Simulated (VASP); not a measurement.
# Y2Ge3 (P1) in VASP: single point with PBE

Aim: the single point of Y2Ge3 with PBE.

All numbers are computed with VASP 6.6.1; they aren't measurements. Logs are shortened: lines on timing, memory, paths and dates and some standing lists are left out, and cuts for length are marked.

**1. The cell of the first run**

The typed cell holds 5 atoms: a = 4.392 Å, b = 4.392 Å, c = 7.107 Å, α = 90.00°, β = 90.00°, γ = 120.00°.

**2. Single point, PBE**

The input, INCAR:

```
SYSTEM = Y2Ge3
ALGO     = Normal         ! electronic algorithm
EDIFF    = 1E-7           ! SCF threshold, eV
ENCUT    = 520            ! plane-wave cutoff, eV
GGA      = PE             ! functional
ISIF     = 2              ! what is computed and relaxed
ISMEAR   = 1              ! smearing method
LASPH    = .True.         ! aspherical terms in the spheres
LCHARG   = .True.         ! write CHGCAR
LELF     = .True.         ! ELF
LREAL    = .False.        ! projectors in reciprocal space
LVHAR    = .True.       
LWAVE    = .False.        ! write WAVECAR
NBANDS   = 40             ! bands
NELM     = 80             ! most SCF steps
PREC     = Accurate       ! precision mode
SIGMA    = 0.1            ! smearing width, eV
```

The input, KPOINTS:

```
k-points
0
Gamma
  6 6 4
  0 0 0
```

The input, POSCAR:

```
Y2Ge3
1.0
    4.3924264328      0.0000000000      0.0000000000
   -2.1962132164      3.8039528751      0.0000000000
    0.0000000000      0.0000000000      7.1072950000
Y Ge
2 3
Direct
    0.0016820000      0.0053600000      0.2636030000
    0.0057590000      0.0061860000      0.7246470000
    0.6686720000      0.3550100000     -0.0010880000
    0.6572940000      0.3325150000      0.5066350000
    0.3165290000      0.6610150000     -0.0020320000
```

Potentials or basis: VASP PAW PBE potentials, release 64 (Y_sv, Ge_d).

Started as:

```sh
> cat potpaw_PBE.64/Y_sv/POTCAR potpaw_PBE.64/Ge_d/POTCAR > POTCAR
> mpirun -np 1 vasp_std > vasp.out
```

OUTCAR:

```text
SYSTEM = Y2Ge3
   EDIFF = 1E-7
   ENCUT = 520
   GGA = PE
   ISIF = 2
   ISMEAR = 1
   LASPH = .True.
   LREAL = .False.
   NELM = 80
   PREC = Accurate

 ion  position               nearest neighbor table
   1  0.002  0.005  0.264-   4 3.03   4 3.08   4 3.09   3 3.11   5 3.13   5 3.14   3 3.16   3 3.21
                             5 3.22   2 3.28   2 3.83
   2  0.006  0.006  0.725-   4 2.92   4 3.00   4 3.00   3 3.15   5 3.16   5 3.16   3 3.19   3 3.26
                             5 3.26   1 3.28   1 3.83
   3  0.669  0.355  0.999-   5 2.47   5 2.51   5 2.64   1 3.11   2 3.15   1 3.16   2 3.19   1 3.21
                             2 3.26
   4  0.657  0.333  0.507-   2 2.92   2 3.00   2 3.00   1 3.03   1 3.08   1 3.09
   5  0.317  0.661  0.998-   3 2.47   3 2.51   3 2.64   1 3.13   1 3.14   2 3.16   2 3.16   1 3.22
                             2 3.26

  LATTYP: Found a hexagonal cell.
 ALAT       =     4.3924264328
 C/A-ratio  =     1.6180794622

  Lattice vectors:

 A1 = (   4.3924264328,   0.0000000000,   0.0000000000)
 A2 = (  -2.1962132164,   3.8039528751,   0.0000000000)
 A3 = (   0.0000000000,   0.0000000000,   7.1072950000)

Analysis of symmetry for initial positions (statically):
=====================================================================
 Subroutine PRICEL returns:
 Original cell was already a primitive cell.

 Routine SETGRP: Setting up the symmetry group for a
 hexagonal supercell.

 Subroutine GETGRP returns: Found  1 space group operations
 (whereof  1 operations were pure point group operations)
 out of a pool of 24 trial point group operations.

The static configuration has the point symmetry C_1 .

Analysis of symmetry for dynamics (positions and initial velocities):
=====================================================================
 Subroutine PRICEL returns:
 Original cell was already a primitive cell.

 Routine SETGRP: Setting up the symmetry group for a
 hexagonal supercell.

 Subroutine GETGRP returns: Found  1 space group operations
 (whereof  1 operations were pure point group operations)
 out of a pool of 24 trial point group operations.

The dynamic configuration has the point symmetry C_1 .

 Subroutine INISYM returns: Found  1 space group operations
 (whereof  1 operations are pure point group operations),
 and found     1 'primitive' translations

----------------------------------------------------------------------------------------

                                     Primitive cell

  volume of cell :     118.7528

  direct lattice vectors                    reciprocal lattice vectors
     4.392426433  0.000000000  0.000000000     0.227664598  0.131442217  0.000000000
    -2.196213216  3.803952875  0.000000000     0.000000000  0.262884434  0.000000000
     0.000000000  0.000000000  7.107295000     0.000000000  0.000000000  0.140700506

  length of vectors
     4.392426433  4.392426433  7.107295000     0.262884434  0.262884434  0.140700506

  position of ions in fractional coordinates (direct lattice)
     0.001682000  0.005360000  0.263603000
     0.005759000  0.006186000  0.724647000
     0.668672000  0.355010000  0.998912000
     0.657294000  0.332515000  0.506635000
     0.316529000  0.661015000  0.997968000

  ion indices of the primitive-cell ions
   primitive index   ion index
                 1           1
                 2           2
                 3           3
                 4           4
                 5           5

----------------------------------------------------------------------------------------

 KPOINTS: k-points

Automatic generation of k-mesh.
 Grid dimensions read from file:
 generate k-points for:    6    6    4

 Generating k-lattice:

  Cartesian coordinates                     Fractional coordinates (reciprocal lattice)
     0.037944100  0.021907036  0.000000000     0.166666667  0.000000000  0.000000000
     0.000000000  0.043814072  0.000000000     0.000000000  0.166666667  0.000000000
     0.000000000  0.000000000  0.035175126     0.000000000  0.000000000  0.250000000

  Length of vectors
     0.043814072  0.043814072  0.035175126

  Shift w.r.t. Gamma in fractional coordinates (k-lattice)
     0.000000000  0.000000000  0.000000000

 Subroutine IBZKPT returns following result:
 ===========================================

 Found     76 irreducible k-points:

 Following reciprocal coordinates:
            Coordinates               Weight
  0.000000  0.000000  0.000000      1.000000
  0.166667  0.000000  0.000000      2.000000
  0.000000  0.166667  0.000000      2.000000
 -0.166667  0.166667  0.000000      2.000000
  0.333333  0.000000  0.000000      2.000000
  0.000000  0.333333  0.000000      2.000000
[... 16 lines left out ...]
  0.000000  0.166667  0.250000      2.000000
 -0.166667  0.166667  0.250000      2.000000
 [... further k-points ...]
   k-points           NKPTS =     76   k-points in BZ     NKDIM =     76   number of bands    NBANDS=     40
   number of dos      NEDOS =    301   number of ions     NIONS =      5
   total plane-waves  NPLWV =  69984
   dimension x,y,z NGX =    36 NGY =   36 NGZ =   54
   dimension x,y,z NGXF=    72 NGYF=   72 NGZF=  108
   ions per type =               2   3
   NGX,Y,Z   is equivalent  to a cutoff of  13.63, 13.63, 12.63 a.u.
   NGXF,Y,Z  is equivalent  to a cutoff of  27.25, 27.25, 25.26 a.u.
 SYSTEM =  Y2Ge3
   PREC   = accura    normal or accurate (medium, high low for compatibility)
   ISTART =      0    job   : 0-new  1-cont  2-samecut
   ICHARG =      2    charge: 1-file 2-atom 10-const
   ISPIN  =      1    spin polarized calculation?
   LNONCOLLINEAR =      F non collinear calculations
   LSORBIT =      F    spin-orbit coupling
   LASPH  =      T    aspherical Exc in radial PAW
   ENCUT  =  520.0 eV  38.22 Ry    6.18 a.u.   8.17  8.17 13.21*2*pi/ulx,y,z
   NELM   =     80;   NELMIN=  2; NELMDL= -5     # of ELM steps
   EDIFF  = 0.1E-06   stopping-criterion for ELM
   LREAL  =      F    real-space projection
   EDIFFG = 0.1E-05   stopping-criterion for IOM
   NSW    =      0    number of steps for IOM
   IBRION =     -1    ionic relax: 0-MD 1-quasi-New 2-CG
   NFREE  =      0    steps in history (QN), initial steepest desc. (CG)
   ISIF   =      2    stress and relaxation
   ISYM   =      2    0-nonsym 1-usesym 2-fastsym
   POTIM  = 0.5000    time-step for ionic-motion
   TEBEG  =    0.0;   TEEND  =   0.0 temperature during run
   PSTRESS=    0.0 pullay stress
   NELECT =      64.0000    total number of electrons
   NUPDOWN=      -1.0000    fix difference up-down
   EMIN   =  10.00;   EMAX   =-10.00  energy-range for DOS
   EFERMI =   0.00;   METHOD = LEGACY
   ISMEAR =     1;   SIGMA  =   0.10  broadening in eV -4-tet -1-fermi 0-gaus
   EFERMI_NEDOS =   21; number of points for ismear=-14 and -15
   IALGO  =     38    algorithm
   IMIX   =      4    mixing-type and parameters
     AMIX     =   0.40;   BMIX     =  1.00
     AMIX_MAG =   1.60;   BMIX_MAG =  1.00
  volume/ion in A,a.u.               =      23.75       160.28
  Fermi-wavevector in a.u.,A,eV,Ry     =   1.332253  2.517594 24.148968  1.774899
  Thomas-Fermi vector in A             =   2.461202
   LORBIT       =      0    0 simple, 1 ext, 2 COOP (PROOUT), +10 PAW based schemes
   GGA     = PE    functional components
   LHFCALC =     F    Hartree Fock is set to
   AEXX    =    0.0000 exact exchange contribution
   IVDW    =     0    specifies the selected vdW correction
   LEPSILON=     F    determine dielectric tensor
   LRPA    =     F    only Hartree local field effects (RPA)
 non-spin polarized calculation
 Methfessel and Paxton  Order N= 1 SIGMA  =   0.10
  energy-cutoff  :      520.00
  volume of cell :      118.75
 maximum number of plane-waves:      3216
 NGX is ok and might be reduce to    36
   NGX = 17   NGY = 17   NGZ = 27

 number of electron      64.0000007 magnetization

 Free energy of the ion-electron system (eV)
  ---------------------------------------------------
  ext. energy  EPLUGINS =         0.00000000
  ---------------------------------------------------
  free energy    TOTEN  =       -28.87674703 eV

  energy without entropy =      -28.87711070  energy(sigma->0) =      -28.87686825

 E-fermi :   4.6243     XC(G=0): -10.2929

 val. band max:        4.6231836075   @ k =  -0.3333   0.5000   0.0000
 cond. band min:       4.6426425030   @ k =   0.5000   0.3333   0.0000
 fundamental gap:      0.0194588955
 Fermi energy:         4.6243036987

 k-point     1 :       0.0000    0.0000    0.0000
  band No.  band energies     occupation
      1     -38.0358      2.00000
      2     -37.9064      2.00000
      3     -20.0780      2.00000
      4     -20.0668      2.00000
      5     -20.0402      2.00000
      6     -20.0315      2.00000
[... 32 lines left out ...]
     39       8.1151      0.00000
     40       8.2201      0.00000

 k-point     2 :       0.1667    0.0000    0.0000
  band No.  band energies     occupation
      1     -38.0350      2.00000
      2     -37.9057      2.00000
      3     -20.0931      2.00000
      4     -20.0815      2.00000
      5     -20.0394      2.00000
      6     -20.0309      2.00000
[... 32 lines left out ...]
     39       8.0494      0.00000
     40       8.1531      0.00000

 k-point     3 :       0.0000    0.1667    0.0000
  band No.  band energies     occupation
      1     -38.0350      2.00000
      2     -37.9057      2.00000
      3     -20.0825      2.00000
      4     -20.0714      2.00000
      5     -20.0417      2.00000
      6     -20.0392      2.00000
[... 32 lines left out ...]
     39       8.0946      0.00000
     40       8.1937      0.00000

 k-point     4 :      -0.1667    0.1667    0.0000
  band No.  band energies     occupation
      1     -38.0350      2.00000
      2     -37.9057      2.00000
      3     -20.0903      2.00000
      4     -20.0818      2.00000
      5     -20.0399      2.00000
      6     -20.0312      2.00000
[... 32 lines left out ...]
     39       8.0440      0.00000
     40       8.1134      0.00000
[... 772 lines left out ...]
     39       7.7338      0.00000
     40       8.6428      0.00000

 k-point    23 :       0.0000    0.1667    0.2500
  band No.  band energies     occupation
      1     -38.0344      2.00000
      2     -37.9063      2.00000
      3     -20.0825      2.00000
      4     -20.0713      2.00000
      5     -20.0417      2.00000
      6     -20.0392      2.00000
[... 32 lines left out ...]
     39       7.6564      0.00000
     40       8.7120      0.00000

 k-point    24 :      -0.1667    0.1667    0.2500
  band No.  band energies     occupation
      1     -38.0344      2.00000
      2     -37.9063      2.00000
      3     -20.0903      2.00000
      4     -20.0818      2.00000
      5     -20.0399      2.00000
      6     -20.0311      2.00000
[... 32 lines left out ...]
     39       7.7521      0.00000
     40       8.6360      0.00000

 [... further k-points ...]

------------------------ aborting loop because EDIFF is reached ----------------------------------------

  FORCE on cell =-STRESS in cart. coord.  units (eV):
  Direction    XX          YY          ZZ          XY          YZ          ZX
  --------------------------------------------------------------------------------------
  -------------------------------------------------------------------------------------
  Total        1.2622456     -0.6364276      0.1082888      0.3411707     -0.0381353     -0.0764575
  in kB       17.0298366     -8.5864893      1.4610004      4.6029724     -0.5145106     -1.0315415
  external PRESSURE =       3.3014492 kB  Pullay stress =       0.0000000 kB

 VOLUME and BASIS-vectors are now :
 -----------------------------------------------------------------------------
  energy-cutoff  :      520.00
  volume of cell :      118.75
      direct lattice vectors                 reciprocal lattice vectors
     4.392426433  0.000000000  0.000000000     0.227664598  0.131442217  0.000000000
    -2.196213216  3.803952875  0.000000000     0.000000000  0.262884434  0.000000000
     0.000000000  0.000000000  7.107295000     0.000000000  0.000000000  0.140700506

 POSITION                                       TOTAL-FORCE (eV/Angst)
 -----------------------------------------------------------------------------------
     -0.00438      0.02039      1.87350        -0.140519      0.003495      0.045037
      0.01171      0.02353      5.15028        -0.210000     -0.027656      0.360220
      2.15741      1.35044      7.09956        -0.031240     -0.443534     -0.041830
      2.15684      1.26487      3.60080         0.179488      0.088069     -0.333506
     -0.06140      2.51447      7.09285         0.202270      0.379626     -0.029921
 -----------------------------------------------------------------------------------
    total drift:                                0.000689     -0.000940      0.000793

  FREE ENERGIE OF THE ION-ELECTRON SYSTEM (eV)
  ---------------------------------------------------
  free  energy   TOTEN  =       -28.8767470298 eV

  energy  without entropy=      -28.8771107008  energy(sigma->0) =      -28.87686825
```

Run time: 9 min. Hardware: 1 thread of Intel Xeon Platinum 8488C (Sapphire Rapids), shared host; peak memory 0.46 GiB.

What came out:

```yaml
Free_energy: -28.8767 eV
Pressure: 0.3 GPa
Largest_force: 0.447 eV/Å
Band_gap_on_the_k_mesh: zero (bands 32 and 33 overlap by 1.43 eV)
```

Forces in eV/Å, atoms in the order of the input:
```
Y   -0.141  0.003  0.045
Y   -0.210 -0.028  0.360
Ge  -0.031 -0.444 -0.042
Ge   0.179  0.088 -0.334
Ge   0.202  0.380 -0.030
```

Levels at points of the mesh, in eV from the Fermi level:
```csv
k point,band 29,band 30,band 31,band 32,band 33,band 34,band 35,band 36
"(0.00, 0.00, 0.00)",-2.46,-0.72,-0.48,-0.14,0.60,0.82,1.03,1.52
"(0.50, 0.00, 0.00)",-2.34,-1.85,-1.50,-0.46,1.24,1.75,2.71,3.00
"(0.00, 0.50, 0.00)",-2.47,-1.84,-1.66,-0.53,1.38,1.70,2.76,3.06
"(0.50, 0.50, 0.00)",-2.38,-1.83,-1.55,-0.52,1.32,1.73,2.73,3.06
"(0.00, 0.00, 0.50)",-2.34,-1.73,-0.54,-0.50,-0.18,0.35,1.58,1.67
"(0.50, 0.00, 0.50)",-1.94,-1.60,-0.53,-0.52,-0.43,2.11,2.23,2.84
"(0.00, 0.50, 0.50)",-2.13,-1.88,-0.61,-0.53,-0.33,2.16,2.28,2.89
"(0.50, 0.50, 0.50)",-1.99,-1.69,-0.63,-0.48,-0.40,2.12,2.22,2.85
```
